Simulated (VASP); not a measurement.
# AgCl in VASP: further runs

AgCl is run at these levels: PBE; tasks: single point.

Program: VASP 6.6.1. These are calculated values, not measurements. Logs are shortened: lines on timing, memory, paths and dates and some standing lists are left out, and cuts for length are marked.

### Step 1. The cell of the first run

It takes space group P2_1/m (No. 11, monoclinic). Conventional cell: a = 3.980 Å, b = 4.102 Å, c = 5.745 Å, α = 90.00°, β = 94.44°, γ = 90.00°. Ag (site symmetry m) has 6 Cl at 2.78 to 2.98 Å and 2 Ag at 3.40 Å within 3.7 Å. Cl (site symmetry m) has 6 Ag at 2.78 to 2.98 Å within 3.7 Å.

### Step 2. Single point, PBE (strained and its atoms moved)

Input file INCAR:

```
PREC = Accurate ; ENCUT = 500
EDIFF = 1E-6 ; ISMEAR = 0
SIGMA = 0.02 ; LREAL = F
LASPH = T ; NELM = 120
ALGO = Normal ; ISIF = 2
LWAVE = F ; LCHARG = F
GGA = PE ; NBANDS = 26
GGA_COMPAT = F
```

Input file KPOINTS:

```
regular mesh
0
Gamma
  8 8 6
```

Input file POSCAR:

```
AgCl
1.0
    3.9798133289      0.0000000000      0.0392687900
    0.0000000000      4.1023225656      0.0000000000
   -0.5008333594      0.0000000000      5.7229056258
Ag Cl
2 2
Direct
    0.1773919611      0.2500000000      0.2112376971
    0.8226080389      0.7500000000      0.7887623029
    0.7215442627      0.7500000000      0.2720935873
    0.2784557373      0.2500000000      0.7279064127
```

Potentials or basis: VASP PAW PBE potentials, release 64 (Ag, Cl).

Run with:

```bash
$ cat potpaw_PBE.64/Ag/POTCAR potpaw_PBE.64/Cl/POTCAR > POTCAR
$ mpirun -np 1 vasp_std > vasp.out
```

OUTCAR:

```text
PREC = Accurate
   ENCUT = 500
   EDIFF = 1E-6
   ISMEAR = 0
   LREAL = F
   LASPH = T
   NELM = 120
   ISIF = 2
   GGA = PE

 ion  position               nearest neighbor table
   1  0.177  0.250  0.211-   3 2.78   3 2.78   4 2.84   4 2.96   3 2.98   3 2.98   2 3.40   2 3.40

   2  0.823  0.750  0.789-   4 2.78   4 2.78   3 2.84   3 2.96   4 2.98   4 2.98   1 3.40   1 3.40

   3  0.722  0.750  0.272-   1 2.78   1 2.78   2 2.84   2 2.96   1 2.98   1 2.98
   4  0.278  0.250  0.728-   2 2.78   2 2.78   1 2.84   1 2.96   2 2.98   2 2.98

  LATTYP: Found a simple monoclinic cell.
 ALAT       =     3.9800070566
 B/A-ratio  =     1.0307324855
 C/A-ratio  =     1.4434091864
 COS(beta)  =    -0.0773474280

  Lattice vectors:

 A1 = (   3.9798133289,   0.0000000000,   0.0392687900)
 A2 = (   0.0000000000,   4.1023225656,   0.0000000000)
 A3 = (  -0.5008333594,   0.0000000000,   5.7229056258)

Analysis of symmetry for initial positions (statically):
=====================================================================
 Subroutine PRICEL returns:
 Original cell was already a primitive cell.

 Routine SETGRP: Setting up the symmetry group for a
 simple monoclinic supercell.

 Subroutine GETGRP returns: Found  4 space group operations
 (whereof  2 operations were pure point group operations)
 out of a pool of  4 trial point group operations.

The static configuration has the point symmetry S_2 .
 The point group associated with its full space group is C_2h.

Analysis of symmetry for dynamics (positions and initial velocities):
=====================================================================
 Subroutine PRICEL returns:
 Original cell was already a primitive cell.

 Routine SETGRP: Setting up the symmetry group for a
 simple monoclinic supercell.

 Subroutine GETGRP returns: Found  4 space group operations
 (whereof  2 operations were pure point group operations)
 out of a pool of  4 trial point group operations.

The dynamic configuration has the point symmetry S_2 .
 The point group associated with its full space group is C_2h.

 Subroutine INISYM returns: Found  4 space group operations
 (whereof  2 operations are pure point group operations),
 and found     1 'primitive' translations

----------------------------------------------------------------------------------------

                                     Primitive cell

  volume of cell :      93.5156

  direct lattice vectors                    reciprocal lattice vectors
     3.979813329  0.000000000  0.039268790     0.251051284  0.000000000  0.021970458
     0.000000000  4.102322566  0.000000000     0.000000000  0.243764352  0.000000000
    -0.500833359  0.000000000  5.722905626    -0.001722635  0.000000000  0.174585658

  length of vectors
     3.980007057  4.102322566  5.744778747     0.252010810  0.243764352  0.174594157

  position of ions in fractional coordinates (direct lattice)
     0.177391961  0.250000000  0.211237697
     0.822608039  0.750000000  0.788762303
     0.721544263  0.750000000  0.272093587
     0.278455737  0.250000000  0.727906413

  ion indices of the primitive-cell ions
   primitive index   ion index
                 1           1
                 2           2
                 3           3
                 4           4

----------------------------------------------------------------------------------------

 KPOINTS: regular mesh

Automatic generation of k-mesh.
 Grid dimensions read from file:
 generate k-points for:    8    8    6

 Generating k-lattice:

  Cartesian coordinates                     Fractional coordinates (reciprocal lattice)
     0.031381411  0.000000000  0.002746307     0.125000000  0.000000000  0.000000000
     0.000000000  0.030470544  0.000000000     0.000000000  0.125000000  0.000000000
    -0.000287106  0.000000000  0.029097610     0.000000000  0.000000000  0.166666667

  Length of vectors
     0.031501351  0.030470544  0.029099026

  Shift w.r.t. Gamma in fractional coordinates (k-lattice)
     0.000000000  0.000000000  0.000000000

 Subroutine IBZKPT returns following result:
 ===========================================

 Found    130 irreducible k-points:

 Following reciprocal coordinates:
            Coordinates               Weight
  0.000000  0.000000  0.000000      1.000000
  0.125000  0.000000  0.000000      2.000000
  0.250000  0.000000  0.000000      2.000000
  0.375000  0.000000  0.000000      2.000000
  0.500000  0.000000  0.000000      1.000000
  0.000000  0.125000  0.000000      2.000000
[... 16 lines left out ...]
  0.250000  0.500000  0.000000      2.000000
  0.375000  0.500000  0.000000      2.000000
 [... further k-points ...]
   k-points           NKPTS =    130   k-points in BZ     NKDIM =    130   number of bands    NBANDS=     26
   number of dos      NEDOS =    301   number of ions     NIONS =      4
   total plane-waves  NPLWV =  37800
   dimension x,y,z NGX =    30 NGY =   30 NGZ =   42
   dimension x,y,z NGXF=    60 NGYF=   60 NGZF=   84
   ions per type =               2   2
   NGX,Y,Z   is equivalent  to a cutoff of  12.53, 12.16, 12.15 a.u.
   NGXF,Y,Z  is equivalent  to a cutoff of  25.06, 24.31, 24.31 a.u.
 SYSTEM =  unknown system
   PREC   = accura    normal or accurate (medium, high low for compatibility)
   ISTART =      0    job   : 0-new  1-cont  2-samecut
   ICHARG =      2    charge: 1-file 2-atom 10-const
   ISPIN  =      1    spin polarized calculation?
   LNONCOLLINEAR =      F non collinear calculations
   LSORBIT =      F    spin-orbit coupling
   LASPH  =      T    aspherical Exc in radial PAW
   ENCUT  =  500.0 eV  36.75 Ry    6.06 a.u.   7.26  7.48 10.47*2*pi/ulx,y,z
   NELM   =    120;   NELMIN=  2; NELMDL= -5     # of ELM steps
   EDIFF  = 0.1E-05   stopping-criterion for ELM
   LREAL  =      F    real-space projection
   EDIFFG = 0.1E-04   stopping-criterion for IOM
   NSW    =      0    number of steps for IOM
   IBRION =     -1    ionic relax: 0-MD 1-quasi-New 2-CG
   NFREE  =      0    steps in history (QN), initial steepest desc. (CG)
   ISIF   =      2    stress and relaxation
   ISYM   =      2    0-nonsym 1-usesym 2-fastsym
   POTIM  = 0.5000    time-step for ionic-motion
   TEBEG  =    0.0;   TEEND  =   0.0 temperature during run
   PSTRESS=    0.0 pullay stress
   NELECT =      36.0000    total number of electrons
   NUPDOWN=      -1.0000    fix difference up-down
   EMIN   =  10.00;   EMAX   =-10.00  energy-range for DOS
   EFERMI =   0.00;   METHOD = LEGACY
   ISMEAR =     0;   SIGMA  =   0.02  broadening in eV -4-tet -1-fermi 0-gaus
   EFERMI_NEDOS =   21; number of points for ismear=-14 and -15
   IALGO  =     38    algorithm
   IMIX   =      4    mixing-type and parameters
     AMIX     =   0.40;   BMIX     =  1.00
     AMIX_MAG =   1.60;   BMIX_MAG =  1.00
  volume/ion in A,a.u.               =      23.38       157.77
  Fermi-wavevector in a.u.,A,eV,Ry     =   1.190916  2.250504 19.296873  1.418280
  Thomas-Fermi vector in A             =   2.326989
   LORBIT       =      0    0 simple, 1 ext, 2 COOP (PROOUT), +10 PAW based schemes
   GGA     = PE    functional components
   LHFCALC =     F    Hartree Fock is set to
   AEXX    =    0.0000 exact exchange contribution
   IVDW    =     0    specifies the selected vdW correction
   LEPSILON=     F    determine dielectric tensor
   LRPA    =     F    only Hartree local field effects (RPA)
 non-spin polarized calculation
 Gauss-broadening in eV      SIGMA  =   0.02
  energy-cutoff  :      500.00
  volume of cell :       93.52
 maximum number of plane-waves:      2396
 NGX is ok and might be reduce to    30
   NGX = 15   NGY = 15   NGZ = 21

 number of electron      36.0000009 magnetization

 Free energy of the ion-electron system (eV)
  ---------------------------------------------------
  ext. energy  EPLUGINS =         0.00000000
  ---------------------------------------------------
  free energy    TOTEN  =       -10.68797464 eV

  energy without entropy =      -10.68797464  energy(sigma->0) =      -10.68797464

 E-fermi :   2.7266     XC(G=0):  -9.5050

 val. band max:        2.6420274801   @ k =   0.5000   0.0000   0.5000
 cond. band min:       3.5222977156   @ k =   0.0000   0.0000   0.0000
 fundamental gap:      0.8802702355
 Fermi energy:         2.7265605854

 k-point     1 :       0.0000    0.0000    0.0000
  band No.  band energies     occupation
      1     -11.8228      2.00000
      2     -11.4434      2.00000
      3      -0.9916      2.00000
      4      -0.0923      2.00000
      5      -0.0770      2.00000
      6       0.0862      2.00000
[... 18 lines left out ...]
     25      13.6084      0.00000
     26      14.0083      0.00000

 k-point     2 :       0.1250    0.0000    0.0000
  band No.  band energies     occupation
      1     -11.7900      2.00000
      2     -11.4367      2.00000
      3      -0.9656      2.00000
      4      -0.4227      2.00000
      5      -0.3137      2.00000
      6      -0.0921      2.00000
[... 18 lines left out ...]
     25      13.1141      0.00000
     26      13.7375      0.00000

 k-point     3 :       0.2500    0.0000    0.0000
  band No.  band energies     occupation
      1     -11.7029      2.00000
      2     -11.4265      2.00000
      3      -0.9858      2.00000
      4      -0.8512      2.00000
      5      -0.6424      2.00000
      6      -0.6409      2.00000
[... 18 lines left out ...]
     25      12.1625      0.00000
     26      12.7320      0.00000

 k-point     4 :       0.3750    0.0000    0.0000
  band No.  band energies     occupation
      1     -11.5935      2.00000
      2     -11.4363      2.00000
      3      -1.3291      2.00000
      4      -1.1937      2.00000
      5      -0.8627      2.00000
      6      -0.7569      2.00000
[... 18 lines left out ...]
     25      11.7573      0.00000
     26      11.8601      0.00000

 k-point     5 :       0.5000    0.0000    0.0000
  band No.  band energies     occupation
      1     -11.5177      2.00000
      2     -11.4701      2.00000
      3      -1.4356      2.00000
      4      -1.4124      2.00000
      5      -0.9386      2.00000
      6      -0.7955      2.00000
[... 18 lines left out ...]
     25      11.5450      0.00000
     26      11.6258      0.00000

 k-point     6 :       0.0000    0.1250    0.0000
  band No.  band energies     occupation
      1     -11.7929      2.00000
      2     -11.4403      2.00000
      3      -0.9600      2.00000
      4      -0.4180      2.00000
      5      -0.3757      2.00000
      6      -0.0758      2.00000
[... 427 lines left out ...]
 k-point    21 :       0.0000    0.5000    0.0000
  band No.  band energies     occupation
      1     -11.5175      2.00000
      2     -11.5175      2.00000
      3      -1.3719      2.00000
      4      -1.3719      2.00000
      5      -0.7234      2.00000
      6      -0.7234      2.00000
[... 18 lines left out ...]
     25      11.7307      0.00000
     26      11.7307      0.00000

 k-point    22 :       0.1250    0.5000    0.0000
  band No.  band energies     occupation
      1     -11.5082      2.00000
      2     -11.5082      2.00000
      3      -1.3029      2.00000
      4      -1.3029      2.00000
      5      -0.7029      2.00000
      6      -0.7029      2.00000
[... 18 lines left out ...]
     25      12.0184      0.00000
     26      12.0184      0.00000

 k-point    23 :       0.2500    0.5000    0.0000
  band No.  band energies     occupation
      1     -11.4857      2.00000
      2     -11.4857      2.00000
      3      -1.1523      2.00000
      4      -1.1523      2.00000
      5      -0.5796      2.00000
      6      -0.5796      2.00000
[... 18 lines left out ...]
     25      12.4071      0.00000
     26      12.4071      0.00000

 k-point    24 :       0.3750    0.5000    0.0000
  band No.  band energies     occupation
      1     -11.4629      2.00000
      2     -11.4629      2.00000
      3      -1.0254      2.00000
      4      -1.0254      2.00000
      5      -0.3315      2.00000
      6      -0.3315      2.00000
[... 18 lines left out ...]
     25      12.8479      0.00000
     26      12.8479      0.00000

 [... further k-points ...]
[... 5 lines left out ...]
  --------------------------------------------------------------------------------------
  -------------------------------------------------------------------------------------
  Total       -1.3005913     -1.4826050     -1.5796575      0.0000000      0.0000000      0.1259684
  in kB      -22.2826824    -25.4010753    -27.0638491      0.0000000      0.0000000      2.1581821
  external PRESSURE =     -24.9158689 kB  Pullay stress =       0.0000000 kB

 VOLUME and BASIS-vectors are now :
 -----------------------------------------------------------------------------
  energy-cutoff  :      500.00
  volume of cell :       93.52
      direct lattice vectors                 reciprocal lattice vectors
     3.979813329  0.000000000  0.039268790     0.251051284  0.000000000  0.021970458
     0.000000000  4.102322566  0.000000000     0.000000000  0.243764352  0.000000000
    -0.500833359  0.000000000  5.722905626    -0.001722635  0.000000000  0.174585658

 POSITION                                       TOTAL-FORCE (eV/Angst)
 -----------------------------------------------------------------------------------
      0.60019      1.02558      1.21586         0.048107      0.000000      0.051097
      2.87879      3.07674      4.54632        -0.048107     -0.000000     -0.051097
      2.73534      3.07674      1.58550         0.023124     -0.000000     -0.222727
      0.74364      1.02558      4.17667        -0.023124     -0.000000      0.222727
 -----------------------------------------------------------------------------------
    total drift:                                0.000000      0.000000      0.000000

  FREE ENERGIE OF THE ION-ELECTRON SYSTEM (eV)
  ---------------------------------------------------
  free  energy   TOTEN  =       -10.6879746368 eV

  energy  without entropy=      -10.6879746368  energy(sigma->0) =      -10.68797464
```

Wall time 81 s (1 thread of Intel Xeon 6975P-C (Granite Rapids), shared host); peak memory 0.35 GiB.

Results:

| Item | Value |
| --- | --- |
| Free energy | -10.6880 eV |
| Pressure | -2.5 GPa |
| Largest force | 0.224 eV/Å |
| Band gap on the k mesh | 0.88 eV (least direct gap 2.08 eV) |

Forces in eV/Å, atoms in the order of the input:
```
Ag   0.048  0.000  0.051
Ag  -0.048  0.000 -0.051
Cl   0.023  0.000 -0.223
Cl  -0.023  0.000  0.223
```

Stress tensor (GPa, compression positive):
```
-2.23  0.00  0.22
 0.00 -2.54  0.00
 0.22  0.00 -2.71
```

Levels at points of the mesh, in eV from the valence-band top:
```
           k point  band 14  band 15  band 16  band 17  band 18  band 19  band 20  band 21  band 22  band 23
(0.00, 0.00, 0.00)    -1.71    -1.66    -1.35    -1.29    -1.20     0.88     2.78     8.04     8.04     9.97
(0.50, 0.00, 0.00)    -1.51    -1.26    -1.16    -0.15    -0.03     4.07     4.86     6.08     6.21     7.54
(0.00, 0.50, 0.00)    -1.60    -1.26    -1.26    -0.16    -0.16     4.40     4.40     6.31     6.31     8.13
(0.50, 0.50, 0.00)    -1.76    -1.55    -1.55    -1.27    -1.27     2.61     2.61     7.21     7.21     9.03
(0.00, 0.00, 0.50)    -1.70    -1.57    -1.38    -1.16    -0.85     2.92     3.41     6.65     8.58     8.72
(0.50, 0.00, 0.50)    -1.62    -0.28    -0.13    -0.10     0.00     3.70     4.78     6.23     6.39     7.47
(0.00, 0.50, 0.50)    -1.52    -0.24    -0.24    -0.13    -0.13     4.24     4.24     6.22     6.22     8.01
(0.50, 0.50, 0.50)    -1.73    -1.36    -1.36    -0.99    -0.99     3.95     3.95     7.07     7.07     8.13
```

Caveat: the cell differs from its parent crystal (strained and its atoms moved).

(Part 1 of 2 ends here.)
